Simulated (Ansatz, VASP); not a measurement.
**GdO: VASP beside Ansatz**

Contents of INCAR:

```
ALGO = Normal
EDIFF = 1E-7
ENCUT = 520
GGA = PS
ISIF = 2
ISMEAR = 0
ISPIN = 2
LASPH = True
LCHARG = False
LDAU = True
LDAUJ = 0 0
LDAUL = 3 -1
LDAUPRINT = 1
LDAUTYPE = 2
LDAUU = 6 0
LMAXMIX = 6
LORBIT = 11
LREAL = False
LWAVE = False
MAGMOM = 7.72 0
NBANDS = 23
NELM = 150
PREC = Accurate
SIGMA = 0.05
```

Contents of KPOINTS:

```
k-points
0
Gamma
  8 8 8
```

File POSCAR:

```
GdO
1.0
    0.0000000000      2.7000000000      2.7000000000
    2.7000000000      0.0000000000      2.7000000000
    2.7000000000      2.7000000000      0.0000000000
Gd O
1 1
Direct
    0.0000000000      0.0000000000      0.0000000000
    0.2500000000      0.2500000000      0.2500000000
```

Input for Ansatz:

```yaml
crystal:
  lattice:
    - [0.0, 2.7, 2.7]
    - [2.7, 0.0, 2.7]
    - [2.7, 2.7, 0.0]
  atoms:
    - { symbol: Gd, position: [0.0, 0.0, 0.0], spin: 7.72 }
    - { symbol: O, position: [0.25, 0.25, 0.25] }
basis:
  ecutwfc: 420
  ecutrho_ratio: 4
kpoints:
  mp_grid: { grid: [8, 8, 8] }
hamiltonian:
  xc: pbesol
  hubbard: { sites: [{ species: Gd, l: f, u_eff: 6.0 }] }
scf:
  occupations: { method: gaussian, width: 0.05 }
  lower_state_search: "off"
output:
  forces: true
  stress: true
  eigenvalues: true
  populations: true
  hubbard: { sites: [{ species: Gd, l: f }] }
magnetization:
  spin_polarized: true
checkpoint:
  read: start.run
  write: ck
  compress: false
  write_wavefunctions: false
  write_every: 100000
```

Alike in both runs: task single point; functional PBEsol; k mesh 8 × 8 × 8; occupations gaussian, width 0.05 eV; collinear spin; Hubbard terms Gd f U = 6.0 eV.

|  | VASP | Ansatz |
| --- | --- | --- |
| version | VASP 6.6.1 | Ansatz 0.2.0 |
| potentials or method | VASP PAW PBE potentials, release 64 (Gd, O), cutoff 520 eV | scalar-relativistic, plane waves, PAW |
| valence electrons in the cell | 24 | 24 |

VASP gave:

- gap on the k mesh at the Fermi level (eV): none
- pressure (GPa): -3.9
- net moment per atom (μB): 3.97
- size of the moment on the site where the two differ most (μB): 7.08

**Question.** What did Ansatz give for the same quantities?

**Answer.** gap on the k mesh at the Fermi level (eV): none; pressure (GPa): -4.0; net moment per atom (μB): 3.97; size of the moment on the site where the two differ most (μB): 7.02.

VASP's potentials were made for PBE, not for PBEsol. Site moments also hang on the region over which each program counts them. The programs project onto different local orbitals, so the same U acts differently, and such runs can settle in different states. A gap of «none» marks a metal or a gap that the smearing closes. Ansatz's warnings: filled band counts differ across k points.

Neither program's run includes spin-orbit coupling.
